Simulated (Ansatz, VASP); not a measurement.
**CO2 in VASP and in Ansatz**

INCAR

```
PREC     = Accurate       # precision mode
ENCUT    = 520            # plane-wave cutoff, eV
EDIFF    = 1E-8           # SCF threshold, eV
ISMEAR   = -1             # smearing method
SIGMA    = 0.02           # smearing width, eV
LREAL    = F              # projectors in reciprocal space
LASPH    = T              # aspherical terms in the spheres
NELM     = 80             # most SCF steps
ALGO     = Normal         # electronic algorithm
ISIF     = 2              # what is computed and relaxed
LWAVE    = F              # write WAVECAR
LCHARG   = F              # write CHGCAR
GGA      = PE             # functional
LEFG     = T            
NBANDS   = 44             # bands
```

The input KPOINTS:

```
regular mesh
0
Gamma
  4 4 4
```

The input POSCAR:

```
CO2
1.0
    5.6300000000      0.0000000000      0.0000000000
    0.0000000000      5.6300000000      0.0000000000
    0.0000000000      0.0000000000      5.6300000000
C O
4 8
Direct
    0.0000000000      0.0000000000      0.0000000000
    0.5000000000      0.0000000000      0.5000000000
    0.5000000000      0.5000000000      0.0000000000
    0.0000000000      0.5000000000      0.5000000000
    0.1198097946      0.1198097946      0.1198097946
    0.3801902054      0.8801902054      0.6198097946
    0.6198097946      0.3801902054      0.8801902054
    0.8801902054      0.6198097946      0.3801902054
    0.8801902054      0.8801902054      0.8801902054
    0.6198097946      0.1198097946      0.3801902054
    0.3801902054      0.6198097946      0.1198097946
    0.1198097946      0.3801902054      0.6198097946
```

Input for Ansatz:

```yaml
crystal:
  lattice:
    - [5.63, 0.0, 0.0]
    - [0.0, 5.63, 0.0]
    - [0.0, 0.0, 5.63]
  atoms:
    - { symbol: C, position: [0.0, 0.0, 0.0] }
    - { symbol: C, position: [0.5, 0.0, 0.5] }
    - { symbol: C, position: [0.5, 0.5, 0.0] }
    - { symbol: C, position: [0.0, 0.5, 0.5] }
    - { symbol: O, position: [0.1198097946, 0.1198097946, 0.1198097946] }
    - { symbol: O, position: [0.3801902054, 0.8801902054, 0.6198097946] }
    - { symbol: O, position: [0.6198097946, 0.3801902054, 0.8801902054] }
    - { symbol: O, position: [0.8801902054, 0.6198097946, 0.3801902054] }
    - { symbol: O, position: [0.8801902054, 0.8801902054, 0.8801902054] }
    - { symbol: O, position: [0.6198097946, 0.1198097946, 0.3801902054] }
    - { symbol: O, position: [0.3801902054, 0.6198097946, 0.1198097946] }
    - { symbol: O, position: [0.1198097946, 0.3801902054, 0.6198097946] }
kpoints:
  mp_grid: { grid: [4, 4, 4] }
scf:
  occupations: { method: fermi_dirac, width: 0.02 }
  eigensolver: { kind: davidson }
hamiltonian:
  xc: pbe
  pseudopotentials: { kind: paw }
output:
  forces: true
  stress: true
  populations: true
  efg: { quadrupole_moments_barn: { O: -0.02558 }, contact_densities: true }
basis:
  precision: f64
```

Alike in both runs: task electric field gradients; functional PBE; k mesh 4 × 4 × 4; occupations fermi-dirac, width 0.02 eV; no spin polarisation.

|  | VASP | Ansatz |
| --- | --- | --- |
| version | VASP 6.6.1 | Ansatz 0.2.0 |
| potentials or method | VASP PAW PBE potentials, release 64 (C, O) | plane-wave PAW, scalar-relativistic |
| plane-wave cutoff (eV) | 520 | 420 |
| valence electrons in the cell | 64 | 64 |

Ansatz gave:

```
gap on the k mesh at the Fermi level (eV)            : 6.79
pressure (GPa)                                       : 1.3
rms of the force components (eV/Å)                   : 0.008
size of Vzz on the site where it differs most (V/Å²) : 29.2
```

Question: Estimate VASP's values.

Answer: gap on the k mesh at the Fermi level (eV): 6.77; pressure (GPa): 2.8; rms of the force components (eV/Å): 0.307; size of Vzz on the site where it differs most (V/Å²): 50.0.

Atom by atom the forces differ by 0.299 eV/Å (rms over components). One of these differences is far larger than is usual between the two programs; its cause wasn't traced.

Noted on VASP's run: the standard files for N, O and F lose accuracy on very short bonds.
